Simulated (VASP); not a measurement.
# C (P2/m) in VASP: relaxation of cell and atoms with PBE

Aim: the relaxation of cell and atoms of C with PBE.

All numbers are computed with VASP 6.6.1; they aren't measurements. Logs are shortened: lines on timing, memory, paths and dates and some standing lists are left out, and cuts for length are marked.

## Step 1: The cell of the first run

The structure is monoclinic, space group P2/m (No. 10). The conventional cell has a = 2.027 Å, b = 1.361 Å, c = 2.482 Å, α = 90.00°, β = 110.70°, γ = 90.00°. Within 1.8 Å of C (site symmetry 2/m) lie 2 C at 1.36 Å.

The cell was generated, and may not be a known phase.

## Step 2: Relaxation of cell and atoms, PBE

INCAR

```
SYSTEM = C
PREC = Accurate
ENCUT = 1300
EDIFF = 1E-7
ISMEAR = 0
SIGMA = 0.1
LREAL = .False.
LASPH = .True.
NELM = 120
ALGO = Normal
ISIF = 3
LWAVE = .False.
LCHARG = .False.
GGA = PE
IBRION = 2
NSW = 90
EDIFFG = -0.04
GGA_COMPAT = .False.
NELMIN = 4
```

KPOINTS

```
Automatic mesh
0
Gamma
  8 12 8
  0 0 0
```

POSCAR

```
C
1.0
    2.0266764400      0.0000000000      0.0000000000
    0.0000000000      1.3614597500      0.0000000000
   -0.8771826400      0.0000000000      2.3216331700
C
1
Direct
    0.5000000000      0.0000000000      0.0000000000
```

Potentials or basis: VASP PAW PBE potentials, release 64 (C_h).

Command:

```bash
$ cat potpaw_PBE.64/C_h/POTCAR > POTCAR
$ mpirun -np 1 vasp_std > vasp.out
```

OUTCAR:

```text
SYSTEM = C
   PREC = Accurate
   ENCUT = 1300
   EDIFF = 1E-7
   ISMEAR = 0
   LREAL = .False.
   LASPH = .True.
   NELM = 120
   ISIF = 3
   GGA = PE
   IBRION = 2
   NSW = 90
   EDIFFG = -0.04
   NELMIN = 4

 ion  position               nearest neighbor table
   1  0.500  0.000  0.000-

  LATTYP: Found a simple monoclinic cell.
 ALAT       =     2.0266764400
 B/A-ratio  =     0.6717696634
 C/A-ratio  =     1.2245762766
 COS(beta)  =    -0.3534433115

  Lattice vectors:

 A1 = (   2.0266764400,   0.0000000000,   0.0000000000)
 A2 = (   0.0000000000,   1.3614597500,   0.0000000000)
 A3 = (  -0.8771826400,   0.0000000000,   2.3216331700)

Analysis of symmetry for initial positions (statically):
=====================================================================
 Subroutine PRICEL returns:
 Original cell was already a primitive cell.

 Routine SETGRP: Setting up the symmetry group for a
 simple monoclinic supercell.

 Subroutine GETGRP returns: Found  4 space group operations
 (whereof  4 operations were pure point group operations)
 out of a pool of  4 trial point group operations.

The static configuration has the point symmetry C_2h.

Analysis of symmetry for dynamics (positions and initial velocities):
=====================================================================
 Subroutine PRICEL returns:
 Original cell was already a primitive cell.

 Routine SETGRP: Setting up the symmetry group for a
 simple monoclinic supercell.

 Subroutine GETGRP returns: Found  4 space group operations
 (whereof  4 operations were pure point group operations)
 out of a pool of  4 trial point group operations.

The dynamic configuration has the point symmetry C_2h.

 Subroutine INISYM returns: Found  4 space group operations
 (whereof  4 operations are pure point group operations),
 and found     1 'primitive' translations

----------------------------------------------------------------------------------------

                                     Primitive cell

  volume of cell :       6.4059

  direct lattice vectors                    reciprocal lattice vectors
     2.026676440  0.000000000  0.000000000     0.493418673  0.000000000  0.186428373
     0.000000000  1.361459750  0.000000000     0.000000000  0.734505739  0.000000000
    -0.877182640  0.000000000  2.321633170     0.000000000  0.000000000  0.430731268

  length of vectors
     2.026676440  1.361459750  2.481819889     0.527463293  0.734505739  0.430731268

  position of ions in fractional coordinates (direct lattice)
     0.500000000  0.000000000  0.000000000

  ion indices of the primitive-cell ions
   primitive index   ion index
                 1           1

----------------------------------------------------------------------------------------

 KPOINTS: Automatic mesh

Automatic generation of k-mesh.
 Grid dimensions read from file:
 generate k-points for:    8   12    8

 Generating k-lattice:

  Cartesian coordinates                     Fractional coordinates (reciprocal lattice)
     0.061677334  0.000000000  0.023303547     0.125000000  0.000000000  0.000000000
     0.000000000  0.061208812  0.000000000     0.000000000  0.083333333  0.000000000
     0.000000000  0.000000000  0.053841409     0.000000000  0.000000000  0.125000000

  Length of vectors
     0.065932912  0.061208812  0.053841409

  Shift w.r.t. Gamma in fractional coordinates (k-lattice)
     0.000000000  0.000000000  0.000000000

 Subroutine IBZKPT returns following result:
 ===========================================

 Found    238 irreducible k-points:

 Following reciprocal coordinates:
            Coordinates               Weight
  0.000000  0.000000  0.000000      1.000000
  0.125000  0.000000  0.000000      2.000000
  0.250000  0.000000  0.000000      2.000000
  0.375000  0.000000  0.000000      2.000000
  0.500000  0.000000  0.000000      1.000000
  0.000000  0.083333  0.000000      2.000000
[... 16 lines left out ...]
  0.250000  0.333333  0.000000      4.000000
  0.375000  0.333333  0.000000      4.000000
 [... further k-points ...]
   k-points           NKPTS =    238   k-points in BZ     NKDIM =    238   number of bands    NBANDS=      6
   number of dos      NEDOS =    301   number of ions     NIONS =      1
   total plane-waves  NPLWV =  11520
   dimension x,y,z NGX =    24 NGY =   16 NGZ =   30
   dimension x,y,z NGXF=    48 NGYF=   32 NGZF=   60
   ions per type =               1
   NGX,Y,Z   is equivalent  to a cutoff of  19.69, 19.54, 20.10 a.u.
   NGXF,Y,Z  is equivalent  to a cutoff of  39.37, 39.07, 40.19 a.u.
 SYSTEM =  C
   PREC   = accura    normal or accurate (medium, high low for compatibility)
   ISTART =      0    job   : 0-new  1-cont  2-samecut
   ICHARG =      2    charge: 1-file 2-atom 10-const
   ISPIN  =      1    spin polarized calculation?
   LNONCOLLINEAR =      F non collinear calculations
   LSORBIT =      F    spin-orbit coupling
   LASPH  =      T    aspherical Exc in radial PAW
   ENCUT  = 1300.0 eV  95.55 Ry    9.77 a.u.   5.96  4.00  7.30*2*pi/ulx,y,z
   NELM   =    120;   NELMIN=  4; NELMDL= -5     # of ELM steps
   EDIFF  = 0.1E-06   stopping-criterion for ELM
   LREAL  =      F    real-space projection
   EDIFFG = -.4E-01   stopping-criterion for IOM
   NSW    =     90    number of steps for IOM
   IBRION =      2    ionic relax: 0-MD 1-quasi-New 2-CG
   NFREE  =      1    steps in history (QN), initial steepest desc. (CG)
   ISIF   =      3    stress and relaxation
   ISYM   =      2    0-nonsym 1-usesym 2-fastsym
   POTIM  = 0.5000    time-step for ionic-motion
   TEBEG  =    0.0;   TEEND  =   0.0 temperature during run
   PSTRESS=    0.0 pullay stress
   NELECT =       4.0000    total number of electrons
   NUPDOWN=      -1.0000    fix difference up-down
   EMIN   =  10.00;   EMAX   =-10.00  energy-range for DOS
   EFERMI =   0.00;   METHOD = LEGACY
   ISMEAR =     0;   SIGMA  =   0.10  broadening in eV -4-tet -1-fermi 0-gaus
   EFERMI_NEDOS =   21; number of points for ismear=-14 and -15
   IALGO  =     38    algorithm
   IMIX   =      4    mixing-type and parameters
     AMIX     =   0.40;   BMIX     =  1.00
     AMIX_MAG =   1.60;   BMIX_MAG =  1.00
  volume/ion in A,a.u.               =       6.41        43.23
  Fermi-wavevector in a.u.,A,eV,Ry     =   1.399267  2.644231 26.639497  1.957948
  Thomas-Fermi vector in A             =   2.522343
   LORBIT       =      0    0 simple, 1 ext, 2 COOP (PROOUT), +10 PAW based schemes
   GGA     = PE    functional components
   LHFCALC =     F    Hartree Fock is set to
   AEXX    =    0.0000 exact exchange contribution
   IVDW    =     0    specifies the selected vdW correction
   LEPSILON=     F    determine dielectric tensor
   LRPA    =     F    only Hartree local field effects (RPA)
 conjugate gradient relaxation of ions
 non-spin polarized calculation
 Gauss-broadening in eV      SIGMA  =   0.10
  energy-cutoff  :     1300.00
  volume of cell :        6.41
 maximum number of plane-waves:       694
   NGX = 11   NGY =  9   NGZ = 15

--------------------------------------- Ionic step        1  -------------------------------------------

 number of electron       4.0000000 magnetization

 Free energy of the ion-electron system (eV)
  ---------------------------------------------------
  ext. energy  EPLUGINS =         0.00000000
  ---------------------------------------------------
  free energy    TOTEN  =        -6.75027301 eV

  energy without entropy =       -6.74822381  energy(sigma->0) =       -6.74924841

------------------------ aborting loop because EDIFF is reached ----------------------------------------

  FORCE on cell =-STRESS in cart. coord.  units (eV):
  Direction    XX          YY          ZZ          XY          YZ          ZX
  --------------------------------------------------------------------------------------
  -------------------------------------------------------------------------------------
  Total        3.7260074     -3.6139475      3.0653775      0.0000000      0.0000000     -0.3172366
  in kB      931.9046409   -903.8775522    766.6757440      0.0000000      0.0000000    -79.3434353
  external PRESSURE =     264.9009442 kB  Pullay stress =       0.0000000 kB
[... 86 lines left out ...]
  FREE ENERGIE OF THE ION-ELECTRON SYSTEM (eV)
  ---------------------------------------------------
  free  energy   TOTEN  =        -7.2572387272 eV

  energy  without entropy=       -7.2553077260  energy(sigma->0) =       -7.25627323

 E-fermi :   3.6435     XC(G=0): -10.0083

 val. band max:        3.6062323904   @ k =   0.2500   0.2500   0.5000
 cond. band min:       3.6652302710   @ k =   0.1250   0.2500   0.1250
 fundamental gap:      0.0589978806
 Fermi energy:         3.6434856461

 k-point     1 :       0.0000    0.0000    0.0000
  band No.  band energies     occupation
      1     -14.0145      2.00000
      2      -1.0143      2.00000
      3       0.0915      2.00000
      4      10.0870      0.00000
      5      16.8812      0.00000
      6      20.8792      0.00000
[... 199 lines left out ...]
 k-point    24 :       0.3750    0.3333    0.0000
  band No.  band energies     occupation
      1      -8.0237      2.00000
      2       6.4747      0.00000
      3       8.5872      0.00000
      4      17.0897      0.00000
      5      24.2310      0.00000
      6      26.9552      0.00000

 [... further k-points ...]

[... ionic steps 4 to 18 ...]

--------------------------------------- Ionic step       19  -------------------------------------------

 number of electron       4.0000000 magnetization

------------------------ aborting loop because EDIFF is reached ----------------------------------------
[... 65 lines left out ...]
--------------------------------------- Ionic step       21  -------------------------------------------

 number of electron       4.0000000 magnetization

 Free energy of the ion-electron system (eV)
  ---------------------------------------------------
  ext. energy  EPLUGINS =         0.00000000
  ---------------------------------------------------
  free energy    TOTEN  =        -8.14929072 eV

  energy without entropy =       -8.14773871  energy(sigma->0) =       -8.14851471

 E-fermi :   2.5836     XC(G=0):  -9.4359

 val. band max:        2.5580897092   @ k =   0.2500   0.2500   0.5000
 cond. band min:       2.6156898752   @ k =   0.1250   0.2500   0.1250
 fundamental gap:      0.0576001661
 Fermi energy:         2.5836096571

 k-point     1 :       0.0000    0.0000    0.0000
  band No.  band energies     occupation
      1     -14.4051      2.00000
      2      -1.6444      2.00000
      3      -1.1507      2.00000
      4       8.5770      0.00000
      5      15.5524      0.00000
      6      17.8859      0.00000
[... 199 lines left out ...]
 k-point    24 :       0.3750    0.3333    0.0000
  band No.  band energies     occupation
      1      -8.8813      2.00000
      2       5.3489      0.00000
      3       7.0841      0.00000
      4      14.4501      0.00000
      5      21.9822      0.00000
      6      23.7603      0.00000

 [... further k-points ...]

------------------------ aborting loop because EDIFF is reached ----------------------------------------

  FORCE on cell =-STRESS in cart. coord.  units (eV):
  Direction    XX          YY          ZZ          XY          YZ          ZX
  --------------------------------------------------------------------------------------
  -------------------------------------------------------------------------------------
  Total        0.0076201      0.0042231      0.0008944      0.0000000      0.0000000     -0.0010965
  in kB        1.0752123      0.5958883      0.1262027      0.0000000      0.0000000     -0.1547187
  external PRESSURE =       0.5991011 kB  Pullay stress =       0.0000000 kB
[... 16 lines left out ...]
  FREE ENERGIE OF THE ION-ELECTRON SYSTEM (eV)
  ---------------------------------------------------
  free  energy   TOTEN  =        -8.1492907172 eV

  energy  without entropy=       -8.1477387058  energy(sigma->0) =       -8.14851471

 reached required accuracy - stopping structural energy minimisation
```

Wall time 90 s (1 thread of Intel Xeon 6975P-C (Granite Rapids), shared host); peak memory 0.14 GiB.

Results:

```yaml
Free_energy: -8.1493 eV
Relaxed_volume: 11.35 Å³/atom
Relaxed_cell: a = 3.037 Å, b = 1.285 Å, c = 3.238 Å, α = 90.00°, β = 115.98°, γ = 90.00°
Space_group_after_relaxing_to_0.1_Å: P2/m (No. 10)
Energy_gained_by_relaxing: 1399.0 meV/atom
Ionic_steps: 21
Pressure_after_relaxing: 0.1 GPa
Band_gap_on_the_k_mesh: zero (bands 2 and 3 overlap by 14.59 eV)
```

Step by step:
```
step  energy change (eV)  largest force (eV/Å)  pressure (GPa)  volume (Å³)
   1              0.0000                0.0000           26.49         6.41
   2              0.2402                0.0000          184.15         7.16
   3             -0.5070                0.0000           80.73         6.83
   4             -0.5175                0.0000           92.56         6.89
   5             -1.0318                0.0000           54.61         8.23
   6             -1.2717                0.0000           31.89         9.93
   7             -1.3059                0.0000           25.25        10.79
   8             -1.3153                0.0000          -16.90        11.42
   9             -1.3918                0.0000            1.52        11.11
  10             -1.3919                0.0000            1.95        11.10
  11             -1.3935                0.0000            1.64        11.16
  12             -1.3969                0.0000            0.77        11.32
  13             -1.3979                0.0000           -0.83        11.66
  14             -1.3984                0.0000           -0.29        11.54
  15             -1.3984                0.0000           -0.25        11.53
  16             -1.3985                0.0000           -0.29        11.52
  17             -1.3988                0.0000           -0.42        11.46
  18             -1.3989                0.0000           -0.66        11.36
  19             -1.3989                0.0000           -0.59        11.39
  20             -1.3990                0.0000           -0.35        11.38
  21             -1.3990                0.0000            0.06        11.35
```

Final structure:
```
C
1.0
     3.03648    0.00000   -0.04565
     0.00000    1.28454    0.00000
    -1.37465    0.00000    2.93178
C
1
Direct
  0.50000 0.00000 0.00000
```

Caveat: the k points lie up to 0.41 Å⁻¹ apart in the final cell, too coarse for converged energies and pressures of a metal; the volume moved by over 15 % at a fixed basis, so the end points are rough.

The gap in the log of VASP goes by the Fermi energy; the results here count the filled bands.